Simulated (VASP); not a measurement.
A run of VASP 6.6.1 is set up as follows.

Contents of POSCAR:

```
La2Os
1.0
    4.2560972022      0.0000000000      0.0000000000
   -2.1280486011      3.6858882981      0.0000000000
    0.0000000000      0.0000000000      6.5150012000
La Os
2 1
Direct
    0.3333333333      0.6666666667      0.2240890000
    0.6666666667      0.3333333333      0.7759110000
    0.0000000000      0.0000000000      0.0000000000
```

File INCAR.step1:

```
SYSTEM = La2Os
ALGO = Normal
EDIFF = 1E-4
ENCUT = 520
GGA = PE
ISMEAR = 0
LASPH = .TRUE.
LCHARG = .FALSE.
LREAL = .FALSE.
LWAVE = .TRUE.
NBANDS = 22
NELM = 60
PREC = Accurate
SIGMA = 0.1
```

Contents of INCAR.step2:

```
SYSTEM = La2Os
ALGO = Normal
EDIFF = 1E-6
ENCUT = 520
ISIF = 2
ISMEAR = 0
ISTART = 1
LASPH = .TRUE.
LCHARG = .FALSE.
LMIXTAU = .TRUE.
LREAL = .FALSE.
LWAVE = .FALSE.
METAGGA = R2SCAN
NBANDS = 22
NELM = 60
PREC = Accurate
SIGMA = 0.1
```

The input KPOINTS:

```
k-points
0
G
  12 12 8
  0 0 0
```

Potentials or basis: VASP PAW PBE potentials, release 64 (La, Os).

Launch:

```sh
$ cat potpaw_PBE.64/La/POTCAR potpaw_PBE.64/Os/POTCAR > POTCAR
$ cp INCAR.step1 INCAR
$ mpirun -np 1 vasp_std > vasp.out
$ cp INCAR.step2 INCAR
$ mpirun -np 1 vasp_std > vasp.out
```

Problem. What does it give for the pressure?

Solution. -0.6 GPa.

Problem. Predict the band gap on the k mesh.

Solution. Zero (band 15 reaches 7.54 eV, above the bottom of band 16 at 6.18 eV).

Forces on the atoms (eV/Å):
```
La   0.000  0.000 -0.145
La   0.000  0.000  0.145
Os   0.000  0.000  0.000
```

Caveat: the PAW data sets were made with another functional, which shifts forces and pressure a little; spin-orbit coupling is left out, which moves the levels of the heavy elements.
